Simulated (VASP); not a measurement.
# TaSi2 in VASP: further runs, part 2 of 2

VASP 6.6.1. Earlier steps stand in the parts before.

### 3 Single point, PBE

This run uses another cell than the first one: it holds 6 atoms, not 3.

File INCAR:

```
SYSTEM = TaSi2
ALGO     = Normal         ! electronic algorithm
EDIFF    = 1E-6           ! SCF threshold, eV
ENCUT    = 520            ! plane-wave cutoff, eV
GGA      = PE             ! functional
ISIF     = 2              ! what is computed and relaxed
ISMEAR   = 0              ! smearing method
LASPH    = .True.         ! aspherical terms in the spheres
LCHARG   = .False.        ! write CHGCAR
LREAL    = .False.        ! projectors in reciprocal space
LWAVE    = .False.        ! write WAVECAR
NBANDS   = 28             ! bands
NELM     = 80             ! most SCF steps
PREC     = Accurate       ! precision mode
SIGMA    = 0.2            ! smearing width, eV
```

File KPOINTS:

```
k-points
0
Gamma
  8 4 4
  0 0 0
```

File POSCAR:

```
TaSi2
1.0
    2.9488030636     -0.1368090468      0.0010494771
   -0.2415438661      5.3228897287      0.0014845228
   -0.0003569760     -0.0013639408      6.3149287167
Ta Si
2 4
Direct
    0.4858415324      0.1636712601      0.5001531201
   -0.0138345344      0.6637042193      0.4998471953
    0.0058393839      0.3346690111      0.1849957604
    0.5081834675      0.8349834323      0.1849200106
    0.0072440238      0.3350731161      0.8151097231
    0.5067261267      0.8345656279      0.8149741905
```

Potentials or basis: VASP PAW PBE potentials, release 64 (Ta_pv, Si).

On the command line:

```sh
cat potpaw_PBE.64/Ta_pv/POTCAR potpaw_PBE.64/Si/POTCAR > POTCAR
mpirun -np 1 vasp_std > vasp.out
```

OUTCAR:

```text
SYSTEM = TaSi2
   EDIFF = 1E-6
   ENCUT = 520
   GGA = PE
   ISIF = 2
   ISMEAR = 0
   LASPH = .True.
   LREAL = .False.
   NELM = 80
   PREC = Accurate

 ion  position               nearest neighbor table
   1  0.486  0.164  0.500-   3 2.62   5 2.63   5 2.65   3 2.65   6 2.66   4 2.66   2 2.92   2 2.93
                             2 3.16   2 3.16
   2  0.986  0.664  0.500-   6 2.63   4 2.63   4 2.65   6 2.65   3 2.66   5 2.66   1 2.92   1 2.93
                             1 3.16   1 3.16
   3  0.006  0.335  0.185-   5 2.34   1 2.62   1 2.65   2 2.66   4 2.92   4 2.93
   4  0.508  0.835  0.185-   6 2.34   2 2.63   2 2.65   1 2.66   3 2.92   3 2.93
   5  0.007  0.335  0.815-   3 2.34   1 2.63   1 2.65   2 2.66   6 2.92   6 2.93
   6  0.507  0.835  0.815-   4 2.34   2 2.63   2 2.65   1 2.66   5 2.92   5 2.93

  LATTYP: Found a triclinic cell.
 ALAT       =     2.9519751565
 B/A-ratio  =     2.1421243289
 C/A-ratio  =     2.1392215514
 COS(alpha) =     0.0000891643
 COS(beta)  =     0.0003090586
 COS(gamma) =     0.5439944690

  Lattice vectors:

 A1 = (  -2.9488030636,   0.1368090468,  -0.0010494771)
 A2 = (  -3.1903469297,   5.4596987755,   0.0004350457)
 A3 = (   0.0003569760,   0.0013639408,  -6.3149287167)

Analysis of symmetry for initial positions (statically):
=====================================================================
 Subroutine PRICEL returns:
 Original cell was already a primitive cell.

 Routine SETGRP: Setting up the symmetry group for a
 triclinic supercell.

 Subroutine GETGRP returns: Found  1 space group operations
 (whereof  1 operations were pure point group operations)
 out of a pool of  2 trial point group operations.

The static configuration has the point symmetry C_1 .

Analysis of symmetry for dynamics (positions and initial velocities):
=====================================================================
 Subroutine PRICEL returns:
 Original cell was already a primitive cell.

 Routine SETGRP: Setting up the symmetry group for a
 triclinic supercell.

 Subroutine GETGRP returns: Found  1 space group operations
 (whereof  1 operations were pure point group operations)
 out of a pool of  2 trial point group operations.

The dynamic configuration has the point symmetry C_1 .

 Subroutine INISYM returns: Found  1 space group operations
 (whereof  1 operations are pure point group operations),
 and found     1 'primitive' translations

----------------------------------------------------------------------------------------

                                     Primitive cell

  volume of cell :      98.9114

  direct lattice vectors                    reciprocal lattice vectors
     2.948803064 -0.136809047  0.001049477     0.339836101  0.015421190  0.000022541
    -0.241543866  5.322889729  0.001484523     0.008734461  0.188264222  0.000041156
    -0.000356976 -0.001363941  6.314928717    -0.000058531 -0.000046820  0.158354902

  length of vectors
     2.951975156  5.328367546  6.314928874     0.340185815  0.188466734  0.158354919

  position of ions in fractional coordinates (direct lattice)
     0.485841532  0.163671260  0.500153120
     0.986165466  0.663704219  0.499847195
     0.005839384  0.334669011  0.184995760
[... 33 lines left out ...]

 Subroutine IBZKPT returns following result:
 ===========================================

 Found     68 irreducible k-points:

 Following reciprocal coordinates:
            Coordinates               Weight
  0.000000  0.000000  0.000000      1.000000
  0.125000 -0.000000  0.000000      2.000000
  0.250000 -0.000000  0.000000      2.000000
  0.375000 -0.000000 -0.000000      2.000000
  0.500000 -0.000000  0.000000      1.000000
 -0.000000  0.250000  0.000000      2.000000
[... 16 lines left out ...]
  0.500000 -0.000000  0.250000      2.000000
 -0.375000  0.000000  0.250000      2.000000
 [... further k-points ...]
   k-points           NKPTS =     68   k-points in BZ     NKDIM =     68   number of bands    NBANDS=     28
   number of dos      NEDOS =    301   number of ions     NIONS =      6
   total plane-waves  NPLWV =  46080
   dimension x,y,z NGX =    24 NGY =   40 NGZ =   48
   dimension x,y,z NGXF=    48 NGYF=   80 NGZF=   96
   ions per type =               2   4
   NGX,Y,Z   is equivalent  to a cutoff of  13.52, 12.48, 12.64 a.u.
   NGXF,Y,Z  is equivalent  to a cutoff of  27.03, 24.96, 25.27 a.u.
 SYSTEM =  TaSi2
   PREC   = accura    normal or accurate (medium, high low for compatibility)
   ISTART =      0    job   : 0-new  1-cont  2-samecut
   ICHARG =      2    charge: 1-file 2-atom 10-const
   ISPIN  =      1    spin polarized calculation?
   LNONCOLLINEAR =      F non collinear calculations
   LSORBIT =      F    spin-orbit coupling
   LASPH  =      T    aspherical Exc in radial PAW
   ENCUT  =  520.0 eV  38.22 Ry    6.18 a.u.   5.49  9.91 11.74*2*pi/ulx,y,z
   NELM   =     80;   NELMIN=  2; NELMDL= -5     # of ELM steps
   EDIFF  = 0.1E-05   stopping-criterion for ELM
   LREAL  =      F    real-space projection
   EDIFFG = 0.1E-04   stopping-criterion for IOM
   NSW    =      0    number of steps for IOM
   IBRION =     -1    ionic relax: 0-MD 1-quasi-New 2-CG
   NFREE  =      0    steps in history (QN), initial steepest desc. (CG)
   ISIF   =      2    stress and relaxation
   ISYM   =      2    0-nonsym 1-usesym 2-fastsym
   POTIM  = 0.5000    time-step for ionic-motion
   TEBEG  =    0.0;   TEEND  =   0.0 temperature during run
   PSTRESS=    0.0 pullay stress
   NELECT =      38.0000    total number of electrons
   NUPDOWN=      -1.0000    fix difference up-down
   EMIN   =  10.00;   EMAX   =-10.00  energy-range for DOS
   EFERMI =   0.00;   METHOD = LEGACY
   ISMEAR =     0;   SIGMA  =   0.20  broadening in eV -4-tet -1-fermi 0-gaus
   EFERMI_NEDOS =   21; number of points for ismear=-14 and -15
   IALGO  =     38    algorithm
   IMIX   =      4    mixing-type and parameters
     AMIX     =   0.40;   BMIX     =  1.00
     AMIX_MAG =   1.60;   BMIX_MAG =  1.00
  volume/ion in A,a.u.               =      16.49       111.25
  Fermi-wavevector in a.u.,A,eV,Ry     =   1.190110  2.248982 19.270782  1.416363
  Thomas-Fermi vector in A             =   2.326202
   LORBIT       =      0    0 simple, 1 ext, 2 COOP (PROOUT), +10 PAW based schemes
   GGA     = PE    functional components
   LHFCALC =     F    Hartree Fock is set to
   AEXX    =    0.0000 exact exchange contribution
   IVDW    =     0    specifies the selected vdW correction
   LEPSILON=     F    determine dielectric tensor
   LRPA    =     F    only Hartree local field effects (RPA)
 non-spin polarized calculation
 Gauss-broadening in eV      SIGMA  =   0.20
  energy-cutoff  :      520.00
  volume of cell :       98.91
 maximum number of plane-waves:      2692
 NGX is ok and might be reduce to    24

 number of electron      37.9999995 magnetization

 Free energy of the ion-electron system (eV)
  ---------------------------------------------------
  ext. energy  EPLUGINS =         0.00000000
  ---------------------------------------------------
  free energy    TOTEN  =       -45.57333146 eV

  energy without entropy =      -45.52346175  energy(sigma->0) =      -45.54839661

 E-fermi :   7.8691     XC(G=0): -11.4005

 val. band max:        7.8659756619   @ k =   0.1250   0.5000   0.5000
 cond. band min:       7.9116952305   @ k =   0.5000   0.2500   0.0000
 fundamental gap:      0.0457195686
 Fermi energy:         7.8691383858

 k-point     1 :       0.0000    0.0000    0.0000
  band No.  band energies     occupation
      1     -26.8333      2.00000
      2     -26.5590      2.00000
      3     -26.4346      2.00000
      4     -26.1557      2.00000
      5     -26.1240      2.00000
      6     -25.9793      2.00000
[... 733 lines left out ...]
     27      11.4441      0.00000
     28      12.1543      0.00000

 [... further k-points ...]
[... 5 lines left out ...]
  --------------------------------------------------------------------------------------
  -------------------------------------------------------------------------------------
  Total        0.0326096      0.0760062     -0.0498510      0.0535088     -0.0037387     -0.0196454
  in kB        0.5282143      1.2311566     -0.8074921      0.8667407     -0.0605596     -0.3182184
  external PRESSURE =       0.3172929 kB  Pullay stress =       0.0000000 kB

 VOLUME and BASIS-vectors are now :
 -----------------------------------------------------------------------------
  energy-cutoff  :      520.00
  volume of cell :       98.91
      direct lattice vectors                 reciprocal lattice vectors
     2.948803064 -0.136809047  0.001049477     0.339836101  0.015421190  0.000022541
    -0.241543866  5.322889729  0.001484523     0.008734461  0.188264222  0.000041156
    -0.000356976 -0.001363941  6.314928717    -0.000058531 -0.000046820  0.158354902

 POSITION                                       TOTAL-FORCE (eV/Angst)
 -----------------------------------------------------------------------------------
      1.39294      0.80405      3.15918        -0.002335     -0.005264      0.000756
      2.74752      3.39723      3.15852        -0.000860     -0.007762      0.000891
     -0.06368      1.78036      1.16874         0.005256      0.002209     -0.015220
      1.29678      4.37475      1.16953        -0.002094      0.004430     -0.015933
     -0.05986      1.78145      5.14786        -0.002169      0.002433      0.013491
      1.29236      4.37186      5.14827         0.002202      0.003954      0.016015
 -----------------------------------------------------------------------------------
    total drift:                               -0.000135     -0.000161      0.000018

  FREE ENERGIE OF THE ION-ELECTRON SYSTEM (eV)
  ---------------------------------------------------
  free  energy   TOTEN  =       -45.5733314594 eV

  energy  without entropy=      -45.5234617529  energy(sigma->0) =      -45.54839661
```

Wall time 1.8 min (1 thread of Intel Xeon Platinum 8259CL at 2.50GHz (Skylake/Cascade Lake), shared host); peak memory 0.3 GiB.

What came out:

| Property | Result |
| --- | --- |
| Free energy | -45.5733 eV |
| Pressure | 0.0 GPa |
| Largest force | 0.017 eV/Å |
| Band gap on the k mesh | zero (band 19 reaches 9.22 eV, above the bottom of band 20 at 6.37 eV) |

Forces on the atoms (eV/Å):
```
Ta  -0.002 -0.005  0.001
Ta  -0.001 -0.008  0.001
Si   0.005  0.002 -0.015
Si  -0.002  0.004 -0.016
Si  -0.002  0.002  0.013
Si   0.002  0.004  0.016
```

Caveat: spin-orbit coupling is left out, which moves the levels of the heavy elements.

### 4 Single point, PBE

File INCAR:

```
SYSTEM = TaSi2
  PREC = Accurate
  ENCUT = 520
  EDIFF = 1E-7
  ISMEAR = 0
  SIGMA = 0.1
  LREAL = .FALSE.
  LASPH = .TRUE.
  NELM = 60
  ALGO = Normal
  ISIF = 2
  LWAVE = .FALSE.
  LCHARG = .FALSE.
  GGA = PE
  NBANDS = 16
```

File KPOINTS:

```
Automatic mesh
0
G
  8 18 18
  0 0 0
```

File POSCAR:

```
TaSi2
1.0
    6.2979085073      0.0000000000      0.0000000000
    0.0000000000      1.6159350200      2.4308335563
    0.0000000000     -1.6159350200      2.4308335563
Ta Si
1 2
Direct
    0.0000000000      0.6858938209      0.6858938209
    0.3143776185      0.3275062462      0.3275062462
    0.6856223815      0.3275062462      0.3275062462
```

On the command line:

```sh
cat potpaw_PBE.64/Ta_pv/POTCAR potpaw_PBE.64/Si/POTCAR > POTCAR
mpirun -np 1 vasp_std > vasp.out
```

It took 3.4 min on 1 thread of AMD EPYC 9R45 (Zen 5), shared host; peak memory 0.42 GiB.

The run converged. Its results:

* Free energy: -22.7811 eV
* Pressure: 0.1 GPa
* Largest force: 0.018 eV/Å

Forces on the atoms (eV/Å):
```
Ta   0.000  0.000  0.002
Si   0.018  0.000 -0.001
Si  -0.018  0.000 -0.001
```

Levels at points of the mesh, in eV from the Fermi level:
```
           k point  band 7  band 8  band 9  band 10  band 11  band 12  band 13  band 14
(0.00, 0.00, 0.00)   -2.14   -1.28    1.32     1.48     2.43     2.87     5.14     6.36
(0.50, 0.00, 0.00)   -3.75   -1.27    1.34     1.37     2.51     2.53     5.43     6.39
(0.00, 0.50, 0.00)   -4.04   -3.37   -1.80     0.88     0.88     2.01     3.43     4.38
(0.50, 0.50, 0.00)   -4.92   -3.70   -2.69     0.73     2.80     2.95     4.14     4.85
(0.00, 0.50, 0.50)   -4.17   -3.02   -1.24    -0.71     0.53     1.12     2.90     5.38
(0.50, 0.50, 0.50)   -3.94   -2.72   -2.25    -1.61     2.31     2.53     3.27     3.81
```

Caveat: spin-orbit coupling is left out, which moves the levels of the heavy elements.

### 5 The runs side by side

| cell | k mesh | smearing | gap on the mesh (eV) | pressure (GPa) | largest force (eV/Å) |
| --- | --- | --- | --- | --- | --- |
| a = 6.315, b = 2.939, c = 2.939 Å, angles 65.1, 90.0, 90.0°, 3 atoms | 4 × 6 × 6 | gaussian 0.1 eV | none | 0.0 | 0.19 |
| a = 2.952, b = 5.328, c = 6.315 Å, angles 90.0, 90.0, 95.3°, 6 atoms | 8 × 4 × 4 | gaussian 0.2 eV | none | 0.0 | 0.02 |
| a = 6.298, b = 2.919, c = 2.919 Å, angles 67.2, 90.0, 90.0°, 3 atoms | 8 × 18 × 18 | gaussian 0.1 eV | none | 0.1 | 0.02 |

Alike in all rows: task single point; level PBE; potentials or basis VASP PAW PBE potentials, release 64 (Ta_pv, Si); no spin polarisation; cutoff (eV) 520.

Caveats: some runs use coarse meshes; spin-orbit coupling is left out, which moves the levels of the heavy elements.

Total energies depend on the potentials used, so only differences within one code and one set of settings carry meaning.
